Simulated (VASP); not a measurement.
Input of a VASP 6.6.1 run:

File INCAR:

```
PREC     = Accurate       # precision mode
ENCUT    = 750            # plane-wave cutoff, eV
EDIFF    = 1E-6           # SCF threshold, eV
ISMEAR   = 0              # smearing method
SIGMA    = 0.01           # smearing width, eV
LREAL    = False          # projectors in reciprocal space
LASPH    = True           # aspherical terms in the spheres
NELM     = 120            # most SCF steps
ALGO     = Normal         # electronic algorithm
ISIF     = 2              # what is computed and relaxed
LWAVE    = False          # write WAVECAR
LCHARG   = False          # write CHGCAR
GGA      = PS             # functional
NBANDS   = 13             # bands
GGA_COMPAT= False
```

The input KPOINTS:

```
Automatic mesh
0
Gamma
  8 8 8
```

Contents of POSCAR:

```
Li2S
1.0
    0.0000000000      2.7081260283      2.7081260283
    2.7081260283      0.0000000000      2.7081260283
    2.7081260283      2.7081260283      0.0000000000
Li S
2 1
Direct
    0.2500000000      0.2500000000      0.2500000000
    0.7500000000      0.7500000000      0.7500000000
    0.0000000000      0.0000000000      0.0000000000
```

Potentials or basis: VASP PAW PBE potentials, release 64 (Li_sv, S).

Launch:

```console
$ cat potpaw_PBE.64/Li_sv/POTCAR potpaw_PBE.64/S/POTCAR > POTCAR
$ mpirun -np 1 vasp_std > vasp.out
```

Problem. What does it give for the band gap on the k mesh?

Solution. 3.08 eV (least direct gap 4.86 eV).

Problem. What does it give for the pressure?

Solution. 7.0 GPa.

Caveat: the cell stands under pressure; the PAW data sets were made with another functional, which shifts forces and pressure a little. A k mesh can miss the band edges.
